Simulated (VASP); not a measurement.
Wanted: the native input for a VASP 6.6.1 run.

```
Task                               : single point
Functional                         : HSE06
Potentials or basis                : VASP PAW PBE potentials, release 64 (Sn_d, Te)
Cutoff                             : 520 eV
k mesh                             : 6 × 6 × 6
Occupations                        : gaussian, width 0.01 eV
Spin                               : no spin polarisation
Dipole correction                  : no
Grid for exact exchange (PRECFOCK) : Normal
Further INCAR settings             : ALGO = Normal; EDIFF = 1e-06; NBANDS = 17
Share of exact exchange            : 0.25
Screening parameter                : 0.2079 1/Å
```

Crystal: SnTe.

```xyz
2
Lattice="0.0000 3.3195 3.3195 3.3195 0.0000 3.3195 3.3195 3.3195 0.0000" Properties=species:S:1:pos:R:3 pbc="T T T"
Sn    0.0000    0.0000    0.0000
Te    3.3195    3.3195    3.3195
```

This cell differs from its parent crystal: strain +4.1%.

The input as run:

POSCAR

```
SnTe
1.0
    0.0000000000      3.3194546985      3.3194546985
    3.3194546985      0.0000000000      3.3194546985
    3.3194546985      3.3194546985      0.0000000000
Sn Te
1 1
Direct
    0.0000000000      0.0000000000      0.0000000000
    0.5000000000      0.5000000000      0.5000000000
```

INCAR.step1

```
ALGO = Normal ; EDIFF = 1E-5
ENCUT = 520 ; GGA = PE
ISIF = 2 ; ISMEAR = 0
KPAR = 4 ; LASPH = True
LREAL = False ; LWAVE = True
NBANDS = 17 ; NELM = 60
PREC = Accurate ; SIGMA = 0.01
```

INCAR.step2

```
ALGO = Normal ; EDIFF = 1E-6
ENCUT = 520 ; GGA = PE
HFSCREEN = 0.2079 ; ISIF = 2
ISMEAR = 0 ; ISTART = 1
KPAR = 4 ; LASPH = True
LCHARG = True ; LHFCALC = True
LREAL = False ; LVHAR = True
LWAVE = False ; NBANDS = 17
NELM = 60 ; PREC = Accurate
PRECFOCK = Normal ; SIGMA = 0.01
```

KPOINTS

```
k-points
0
Gamma
  6 6 6
```

Potentials or basis: VASP PAW PBE potentials, release 64 (Sn_d, Te).

Run with:

```bash
$ cat potpaw_PBE.64/Sn_d/POTCAR potpaw_PBE.64/Te/POTCAR > POTCAR
$ cp INCAR.step1 INCAR
$ mpirun -np 4 vasp_std > vasp.out
$ cp INCAR.step2 INCAR
$ mpirun -np 4 vasp_std > vasp.out
```

Results of the run:

```json
{"Pressure": "-4.5 GPa", "Band gap on the k mesh": "0.58 eV"}
```

Caveat: the cell differs from its parent crystal (strain +4.1%); the cell stands under tension; the PAW data sets were made with another functional, which shifts forces and pressure a little; spin-orbit coupling is left out, which moves the levels of the heavy elements.

It took 19 min on 4 MPI ranks on Intel(R) Xeon(R) Platinum 8375C CPU @ 2.90GHz (Ice Lake) (shared host), peak memory 0.33 GiB a rank.
